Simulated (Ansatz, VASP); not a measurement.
One calculation of BP4, two programs

```
B P
1.0
     3.04552    0.00000    0.00000
    -1.52276    2.63750    0.00000
     0.00000    0.00000    9.79281
B P
1 4
Direct
  0.00000 0.00000 0.00000
  0.33333 0.66667 0.86586
  0.33333 0.66667 0.37680
  0.66667 0.33333 0.13414
  0.66667 0.33333 0.62320
```

Change from the starting cell: species swapped into the Co4H type (P-3m1, No. 164).

Alike in both runs: task relaxation of cell and atoms; functional PBE; k mesh 6 × 6 × 2; occupations gaussian, width 0.1 eV; no spin polarisation.

```csv
,VASP,Ansatz
version,VASP 6.6.1,Ansatz 0.2.0
potentials or method,"VASP PAW PBE potentials, release 64 (B, P), cutoff 600 eV","scalar-relativistic, plane waves, PAW"
valence electrons in the cell,23,23
```

|  | VASP | Ansatz | Ansatz less VASP |
| --- | --- | --- | --- |
| gap on the k mesh at the Fermi level, each at its own relaxed structure (eV) | none | none | - |
| relaxed volume (Å³/atom) | 12.75 | 13.97 | +1.218 |
| relaxed cell length with the largest relative difference (Å) | 7.191 | 7.908 | +0.7173 |

A gap of «none» marks a metal or a gap that the smearing closes. One of these differences is far larger than is usual between the two programs; its cause wasn't traced.

The k mesh is coarse, so the values compare programs but aren't converged. Noted on VASP's run: the volume moved by over 15 % at a fixed basis, so the end points are rough.
